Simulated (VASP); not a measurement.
# GeW4 (P6/mmm) in VASP: a series of runs

The runs below take GeW4 through single point, relaxation of cell and atoms, with PBE.

All numbers are computed with VASP 6.6.1; they aren't measurements. Logs are shortened: lines on timing, memory, paths and dates and some standing lists are left out, and cuts for length are marked.

## 1. The cell of the first run

It takes space group P6/mmm (No. 191, hexagonal). Conventional cell: a = 5.332 Å, b = 5.332 Å, c = 5.002 Å, α = 90.00°, β = 90.00°, γ = 120.00°. Ge (site symmetry 6/mmm) has 2 W at 2.50 Å within 3.3 Å. Within 3.5 Å of W (site symmetry mmm) lie 6 W at 2.67 Å. W (site symmetry 6/mmm) has 2 Ge at 2.50 Å and 6 W at 2.67 Å within 3.3 Å.

The cell was built from a structure type or drawn by symmetry, and may not be a known phase.

## 2. Single point, PBE

Contents of INCAR:

```
SYSTEM = GeW4
PREC = Accurate ; ENCUT = 520
EDIFF = 1E-7 ; ISMEAR = 0
SIGMA = 0.1 ; LREAL = .FALSE.
LASPH = .TRUE. ; NELM = 100
ALGO = Normal ; ISIF = 2
LWAVE = .FALSE. ; LCHARG = .TRUE.
GGA = PE ; LELF = .TRUE.
LVHAR = .TRUE. ; NBANDS = 43
```

Contents of KPOINTS:

```
regular mesh
0
G
  3 3 4
  0 0 0
```

Contents of POSCAR:

```
GeW4
1.0
    5.3323626733      0.0000000024      0.0000000000
   -2.6661813387      4.6179615361      0.0000000000
    0.0000000000      0.0000000000      5.0022852222
Ge W
1 4
Direct
    0.0000000000      0.0000000000      0.0000000000
    0.5000000000      0.0000000000      0.5000000000
    0.0000000000      0.5000000000      0.5000000000
    0.5000000000      0.5000000000      0.5000000000
    0.0000000000      0.0000000000      0.5000000000
```

Potentials or basis: VASP PAW PBE potentials, release 64 (Ge_d, W_sv).

Command:

```
$ cat potpaw_PBE.64/Ge_d/POTCAR potpaw_PBE.64/W_sv/POTCAR > POTCAR
$ mpirun -np 1 vasp_std > vasp.out
```

OUTCAR:

```text
SYSTEM = GeW4
   PREC = Accurate
   ENCUT = 520
   EDIFF = 1E-7
   ISMEAR = 0
   LREAL = .FALSE.
   LASPH = .TRUE.
   NELM = 100
   ISIF = 2
   GGA = PE

 ion  position               nearest neighbor table
   1  0.000  0.000  0.000-   5 2.50   5 2.50
   2  0.500  0.000  0.500-   5 2.67   5 2.67   4 2.67   4 2.67   3 2.67   3 2.67
   3  0.000  0.500  0.500-   4 2.67   4 2.67   5 2.67   5 2.67   2 2.67   2 2.67
   4  0.500  0.500  0.500-   3 2.67   3 2.67   2 2.67   2 2.67   5 2.67   5 2.67
   5  0.000  0.000  0.500-   1 2.50   1 2.50   2 2.67   2 2.67   3 2.67   3 2.67   4 2.67   4 2.67

  LATTYP: Found a hexagonal cell.
 ALAT       =     5.3323626733
 C/A-ratio  =     0.9380992121

  Lattice vectors:

 A1 = (   5.3323626733,   0.0000000024,   0.0000000000)
 A2 = (  -2.6661813387,   4.6179615361,   0.0000000000)
 A3 = (   0.0000000000,   0.0000000000,   5.0022852222)

Analysis of symmetry for initial positions (statically):
=====================================================================
 Subroutine PRICEL returns:
 Original cell was already a primitive cell.

 Routine SETGRP: Setting up the symmetry group for a
 hexagonal supercell.

 Subroutine GETGRP returns: Found 24 space group operations
 (whereof 24 operations were pure point group operations)
 out of a pool of 24 trial point group operations.

The static configuration has the point symmetry D_6h.

Analysis of symmetry for dynamics (positions and initial velocities):
=====================================================================
 Subroutine PRICEL returns:
 Original cell was already a primitive cell.

 Routine SETGRP: Setting up the symmetry group for a
 hexagonal supercell.

 Subroutine GETGRP returns: Found 24 space group operations
 (whereof 24 operations were pure point group operations)
 out of a pool of 24 trial point group operations.

The dynamic configuration has the point symmetry D_6h.

 Subroutine INISYM returns: Found 24 space group operations
 (whereof 24 operations are pure point group operations),
 and found     1 'primitive' translations

----------------------------------------------------------------------------------------

                                     Primitive cell

  volume of cell :     123.1795

  direct lattice vectors                    reciprocal lattice vectors
     5.332362673  0.000000002  0.000000000     0.187534131  0.108272881  0.000000000
    -2.666181339  4.617961536  0.000000000    -0.000000000  0.216545762  0.000000000
     0.000000000  0.000000000  5.002285222     0.000000000  0.000000000  0.199908633

  length of vectors
     5.332362673  5.332362673  5.002285222     0.216545762  0.216545762  0.199908633

  position of ions in fractional coordinates (direct lattice)
     0.000000000  0.000000000  0.000000000
     0.500000000  0.000000000  0.500000000
     0.000000000  0.500000000  0.500000000
     0.500000000  0.500000000  0.500000000
     0.000000000  0.000000000  0.500000000

  ion indices of the primitive-cell ions
   primitive index   ion index
                 1           1
                 2           2
                 3           3
                 4           4
                 5           5

----------------------------------------------------------------------------------------

 KPOINTS: regular mesh

Automatic generation of k-mesh.
 Grid dimensions read from file:
 generate k-points for:    3    3    4

 Generating k-lattice:

  Cartesian coordinates                     Fractional coordinates (reciprocal lattice)
     0.062511377  0.036090960  0.000000000     0.333333333  0.000000000  0.000000000
    -0.000000000  0.072181921  0.000000000     0.000000000  0.333333333  0.000000000
     0.000000000  0.000000000  0.049977158     0.000000000  0.000000000  0.250000000

  Length of vectors
     0.072181921  0.072181921  0.049977158

  Shift w.r.t. Gamma in fractional coordinates (k-lattice)
     0.000000000  0.000000000  0.000000000

 Subroutine IBZKPT returns following result:
 ===========================================

 Found      9 irreducible k-points:

 Following reciprocal coordinates:
            Coordinates               Weight
  0.000000  0.000000  0.000000      1.000000
  0.333333 -0.000000  0.000000      6.000000
  0.333333  0.333333  0.000000      2.000000
  0.000000  0.000000  0.250000      2.000000
  0.333333 -0.000000  0.250000     12.000000
  0.333333  0.333333  0.250000      4.000000
  0.000000  0.000000  0.500000      1.000000
  0.333333 -0.000000  0.500000      6.000000
  0.333333  0.333333  0.500000      2.000000
   k-points           NKPTS =      9   k-points in BZ     NKDIM =      9   number of bands    NBANDS=     43
   number of dos      NEDOS =    301   number of ions     NIONS =      5
   total plane-waves  NPLWV =  64000
   dimension x,y,z NGX =    40 NGY =   40 NGZ =   40
   dimension x,y,z NGXF=    80 NGYF=   80 NGZF=   80
   ions per type =               1   4
   NGX,Y,Z   is equivalent  to a cutoff of  12.47, 12.47, 13.29 a.u.
   NGXF,Y,Z  is equivalent  to a cutoff of  24.94, 24.94, 26.59 a.u.
 SYSTEM =  GeW4
   PREC   = accura    normal or accurate (medium, high low for compatibility)
   ISTART =      0    job   : 0-new  1-cont  2-samecut
   ICHARG =      2    charge: 1-file 2-atom 10-const
   ISPIN  =      1    spin polarized calculation?
   LNONCOLLINEAR =      F non collinear calculations
   LSORBIT =      F    spin-orbit coupling
   LASPH  =      T    aspherical Exc in radial PAW
   ENCUT  =  520.0 eV  38.22 Ry    6.18 a.u.   9.91  9.91  9.30*2*pi/ulx,y,z
   NELM   =    100;   NELMIN=  2; NELMDL= -5     # of ELM steps
   EDIFF  = 0.1E-06   stopping-criterion for ELM
   LREAL  =      F    real-space projection
   EDIFFG = 0.1E-05   stopping-criterion for IOM
   NSW    =      0    number of steps for IOM
   IBRION =     -1    ionic relax: 0-MD 1-quasi-New 2-CG
   NFREE  =      0    steps in history (QN), initial steepest desc. (CG)
   ISIF   =      2    stress and relaxation
   ISYM   =      2    0-nonsym 1-usesym 2-fastsym
   POTIM  = 0.5000    time-step for ionic-motion
   TEBEG  =    0.0;   TEEND  =   0.0 temperature during run
   PSTRESS=    0.0 pullay stress
   NELECT =      70.0000    total number of electrons
   NUPDOWN=      -1.0000    fix difference up-down
   EMIN   =  10.00;   EMAX   =-10.00  energy-range for DOS
   EFERMI =   0.00;   METHOD = LEGACY
   ISMEAR =     0;   SIGMA  =   0.10  broadening in eV -4-tet -1-fermi 0-gaus
   EFERMI_NEDOS =   21; number of points for ismear=-14 and -15
   IALGO  =     38    algorithm
   IMIX   =      4    mixing-type and parameters
     AMIX     =   0.40;   BMIX     =  1.00
     AMIX_MAG =   1.60;   BMIX_MAG =  1.00
  volume/ion in A,a.u.               =      24.64       166.25
  Fermi-wavevector in a.u.,A,eV,Ry     =   1.356005  2.562478 25.017715  1.838750
  Thomas-Fermi vector in A             =   2.483045
   LORBIT       =      0    0 simple, 1 ext, 2 COOP (PROOUT), +10 PAW based schemes
   GGA     = PE    functional components
   LHFCALC =     F    Hartree Fock is set to
   AEXX    =    0.0000 exact exchange contribution
   IVDW    =     0    specifies the selected vdW correction
   LEPSILON=     F    determine dielectric tensor
   LRPA    =     F    only Hartree local field effects (RPA)
 non-spin polarized calculation
 Gauss-broadening in eV      SIGMA  =   0.10
  energy-cutoff  :      520.00
  volume of cell :      123.18
 maximum number of plane-waves:      3331
 NGX is ok and might be reduce to    40
   NGX = 19   NGY = 19   NGZ = 19

 number of electron      70.0000007 magnetization

 Free energy of the ion-electron system (eV)
  ---------------------------------------------------
  ext. energy  EPLUGINS =         0.00000000
  ---------------------------------------------------
  free energy    TOTEN  =       -47.16837487 eV

  energy without entropy =      -47.13331656  energy(sigma->0) =      -47.15084572

 E-fermi :   5.4992     XC(G=0): -10.4894

 val. band max:        5.4710992152   @ k =   0.3333  -0.0000   0.0000
 cond. band min:       5.5784278970   @ k =   0.3333  -0.0000   0.2500
 fundamental gap:      0.1073286817
 Fermi energy:         5.4992049133

 k-point     1 :       0.0000    0.0000    0.0000
  band No.  band energies     occupation
      1     -68.8599      2.00000
      2     -68.7274      2.00000
      3     -68.7274      2.00000
      4     -68.3600      2.00000
      5     -33.7484      2.00000
      6     -33.6606      2.00000
[... 35 lines left out ...]
     42       8.2999      0.00000
     43       8.9174      0.00000

 k-point     2 :       0.3333   -0.0000    0.0000
  band No.  band energies     occupation
      1     -68.8285      2.00000
      2     -68.7547      2.00000
      3     -68.7274      2.00000
      4     -68.3647      2.00000
      5     -33.5455      2.00000
      6     -33.4515      2.00000
[... 35 lines left out ...]
     42       7.8152      0.00000
     43       8.0863      0.00000

 k-point     3 :       0.3333    0.3333    0.0000
  band No.  band energies     occupation
      1     -68.7889      2.00000
      2     -68.7889      2.00000
      3     -68.7309      2.00000
      4     -68.3670      2.00000
      5     -33.2490      2.00000
      6     -33.2490      2.00000
[... 35 lines left out ...]
     42       7.4615      0.00000
     43       7.9681      0.00000

 k-point     4 :       0.0000    0.0000    0.2500
  band No.  band energies     occupation
      1     -68.8598      2.00000
      2     -68.7274      2.00000
      3     -68.7274      2.00000
      4     -68.3599      2.00000
      5     -33.7483      2.00000
      6     -33.6606      2.00000
[... 173 lines left out ...]
     42       8.4085      0.00000
     43       8.4086      0.00000

 k-point     8 :       0.3333   -0.0000    0.5000
  band No.  band energies     occupation
      1     -68.8285      2.00000
      2     -68.7547      2.00000
      3     -68.7274      2.00000
      4     -68.3647      2.00000
      5     -33.5454      2.00000
      6     -33.4516      2.00000
[... 35 lines left out ...]
     42       7.4485      0.00000
     43       7.9193      0.00000

 k-point     9 :       0.3333    0.3333    0.5000
  band No.  band energies     occupation
      1     -68.7889      2.00000
      2     -68.7889      2.00000
      3     -68.7309      2.00000
      4     -68.3669      2.00000
      5     -33.2490      2.00000
      6     -33.2490      2.00000
[... 35 lines left out ...]
     42       7.4211      0.00000
     43       7.9311      0.00000

------------------------ aborting loop because EDIFF is reached ----------------------------------------

  FORCE on cell =-STRESS in cart. coord.  units (eV):
  Direction    XX          YY          ZZ          XY          YZ          ZX
  --------------------------------------------------------------------------------------
  -------------------------------------------------------------------------------------
  Total        0.2409420      0.2409420     -0.0561824      0.0000000     -0.0000000      0.0000000
  in kB        3.1338970      3.1338970     -0.7307560      0.0000000     -0.0000000      0.0000000
  external PRESSURE =       1.8456793 kB  Pullay stress =       0.0000000 kB

 VOLUME and BASIS-vectors are now :
 -----------------------------------------------------------------------------
  energy-cutoff  :      520.00
  volume of cell :      123.18
      direct lattice vectors                 reciprocal lattice vectors
     5.332362673  0.000000002  0.000000000     0.187534131  0.108272881  0.000000000
    -2.666181339  4.617961536  0.000000000    -0.000000000  0.216545762  0.000000000
     0.000000000  0.000000000  5.002285222     0.000000000  0.000000000  0.199908633

 POSITION                                       TOTAL-FORCE (eV/Angst)
 -----------------------------------------------------------------------------------
      0.00000      0.00000      0.00000         0.000000      0.000000      0.000000
      2.66618      0.00000      2.50114         0.000000      0.000000      0.000000
     -1.33309      2.30898      2.50114         0.000000      0.000000      0.000000
      1.33309      2.30898      2.50114        -0.000000      0.000000      0.000000
      0.00000      0.00000      2.50114         0.000000      0.000000      0.000000
 -----------------------------------------------------------------------------------
    total drift:                               -0.000000      0.000000     -0.000000

  FREE ENERGIE OF THE ION-ELECTRON SYSTEM (eV)
  ---------------------------------------------------
  free  energy   TOTEN  =       -47.1683748744 eV

  energy  without entropy=      -47.1333165582  energy(sigma->0) =      -47.15084572
```

Run time: 37 s. Hardware: 1 thread of Intel Xeon 6975P-C (Granite Rapids), shared host; peak memory 0.24 GiB.

What came out:

```yaml
Free_energy: -47.1684 eV
Pressure: 0.2 GPa
Band_gap_on_the_k_mesh: zero (bands 35 and 36 overlap by 2.20 eV)
```

Stress tensor (GPa, compression positive):
```
 0.31  0.00  0.00
 0.00  0.31  0.00
 0.00  0.00 -0.07
```

Levels at points of the mesh, in eV from the Fermi level:
| k point | band 32 | band 33 | band 34 | band 35 | band 36 | band 37 | band 38 | band 39 |
| --- | --- | --- | --- | --- | --- | --- | --- | --- |
| (0.00, 0.00, 0.00) | -0.49 | -0.49 | -0.48 | -0.48 | 0.24 | 0.24 | 1.99 | 1.99 |
| (0.00, 0.00, 0.50) | -0.49 | -0.49 | 0.85 | 0.85 | 1.01 | 1.59 | 1.59 | 1.99 |

Caveat: the k points lie up to 0.45 Å⁻¹ apart, too coarse for converged energies and pressures of a metal; spin-orbit coupling is left out, which moves the levels of the heavy elements.

## 3. Single point, PBE

This run uses another cell than the first one, of 24.49 Å³/atom.

Contents of INCAR:

```
PREC = Accurate
ENCUT = 520
EDIFF = 1E-6
ISMEAR = 0
SIGMA = 0.1
LREAL = False
LASPH = True
NELM = 60
ALGO = Fast
ISIF = 2
LWAVE = False
LCHARG = False
GGA = PE
NBANDS = 43
```

Contents of KPOINTS:

```
regular mesh
0
Gamma
  6 6 4
```

POSCAR: that of step 2 with these lines changed.

```diff
@@ -2,5 +2,5 @@
 1.0
-    5.3323626733      0.0000000024      0.0000000000
-   -2.6661813387      4.6179615361      0.0000000000
-    0.0000000000      0.0000000000      5.0022852222
+    5.3280808305      0.0000000000      0.0000000000
+   -2.6640404152      4.6142533526      0.0000000000
+    0.0000000000      0.0000000000      4.9805276225
 Ge W
```

Potentials or basis: VASP PAW PBE potentials, release 64 (Ge_d, W_sv).

Command:

```
$ cat potpaw_PBE.64/Ge_d/POTCAR potpaw_PBE.64/W_sv/POTCAR > POTCAR
$ mpirun -np 1 vasp_std > vasp.out
```

Run time: 2.2 min. Hardware: 1 thread of Intel Xeon 6975P-C (Granite Rapids), shared host; peak memory 0.29 GiB.

The run converged. Its results:

```
Free energy            : -47.4265 eV
Pressure               : 0.3 GPa
Band gap on the k mesh : zero (bands 35 and 36 overlap by 2.16 eV)
```

Stress tensor (GPa, compression positive):
```
 0.45  0.00  0.00
 0.00  0.45  0.00
 0.00  0.00 -0.02
```

Levels at points of the mesh, in eV from the Fermi level:
```csv
k point,band 30,band 31,band 32,band 33,band 34,band 35,band 36,band 37,band 38,band 39
"(0.00, 0.00, 0.00)",-1.52,-1.29,-0.45,-0.45,-0.20,-0.20,0.38,0.38,2.24,2.24
"(0.50, 0.00, 0.00)",-2.17,-1.95,-1.64,-1.46,-1.00,-0.78,-0.23,0.04,0.31,0.37
"(0.00, 0.00, 0.50)",-3.10,-0.42,-0.20,-0.20,1.04,1.04,1.06,1.78,1.78,2.22
"(0.50, 0.00, 0.50)",-2.33,-1.44,-1.29,-1.16,-0.94,-0.69,-0.29,-0.01,0.24,0.44
```

Caveat: spin-orbit coupling is left out, which moves the levels of the heavy elements.

(Part 1 of 2 ends here.)
